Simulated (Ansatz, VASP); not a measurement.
# F in VASP and in Ansatz

```xyz
4
Lattice="2.7500 -1.6400 0.0000 2.7500 1.6400 0.0000 -1.5347 0.0000 7.1164" Properties=species:S:1:pos:R:3 pbc="T T T"
F     4.1645   -0.6002    0.7095
F     0.5682   -0.6002    2.8487
F    -0.1992    0.6002    6.4069
F     3.3971    0.6002    4.2677
```

Alike in both runs: task single point; functional PBE; k mesh 4 × 4 × 2; occupations gaussian, width 0.02 eV; no spin polarisation.

|  | VASP | Ansatz |
| --- | --- | --- |
| version | VASP 6.6.1 | Ansatz 0.2.0 |
| potentials or method | VASP PAW PBE potentials, release 64 (F), cutoff 520 eV | scalar-relativistic, plane waves, PAW |
| valence electrons in the cell | 28 | 28 |

|  | VASP | Ansatz | Ansatz less VASP |
| --- | --- | --- | --- |
| gap on the k mesh at the Fermi level (eV) | 1.92 | 1.98 | +0.053 |
| least direct gap on the mesh (eV) | 1.92 | 1.98 | +0.053 |
| pressure (GPa) | -4.0 | -4.1 | -0.11 |
| traceless stress, the component that is largest in VASP (GPa) | -7.45 | -8.60 | -1.149 |
| rms of the force components (eV/Å) | 0.961 | 1.110 | +0.1488 |

Atom by atom the forces differ by 0.149 eV/Å (rms over components).

The k mesh is coarse, so the values compare programs but aren't converged.
